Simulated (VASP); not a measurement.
The system is Pd.

```
CELL_PARAMETERS angstrom
0.00000 1.92245 1.92245
1.92245 0.00000 1.92245
1.92245 1.92245 0.00000
ATOMIC_POSITIONS crystal
Pd 0.00000 0.00000 0.00000
```

```yaml
Program: VASP 6.6.1
Task: relaxation of cell and atoms
Functional: PBEsol
Potentials_or_basis: VASP PAW PBE potentials, release 64 (Pd)
Cutoff: 600 eV
k_mesh: 19 × 19 × 19
Occupations: fermi-dirac, width 0.05 eV
Spin: no spin polarisation
```

At the start: pressure 4.9 GPa; volume 14.21 Å³/atom.

**Question.** How do energy, volume and symmetry change on relaxing?

**Answer.** Over 3 steps the energy falls by 4.8 meV/atom and the volume is 14.54 Å³/atom (+2.3 %); space group Fm-3m (No. 225, to 0.1 Å) before and after.

Step by step:
```
step  energy change (eV)  largest force (eV/Å)  pressure (GPa)  volume (Å³)
   1              0.0000                0.0000            4.92        14.21
   2              0.0092                0.0000           -7.32        15.13
   3             -0.0048                0.0000           -0.05        14.54
```

Final structure:
```cif
data_structure
_symmetry_space_group_name_H-M 'P 1'
_symmetry_Int_Tables_number 1
_cell_length_a 2.7396
_cell_length_b 2.7396
_cell_length_c 2.7396
_cell_angle_alpha 60.000
_cell_angle_beta 60.000
_cell_angle_gamma 60.000
_cell_volume 14.54
loop_
_atom_site_label
_atom_site_type_symbol
_atom_site_fract_x
_atom_site_fract_y
_atom_site_fract_z
_atom_site_occupancy
Pd1 Pd 0.00000 0.00000 0.00000 1
```

Caveat: the PAW data sets were made with another functional, which shifts forces and pressure a little.
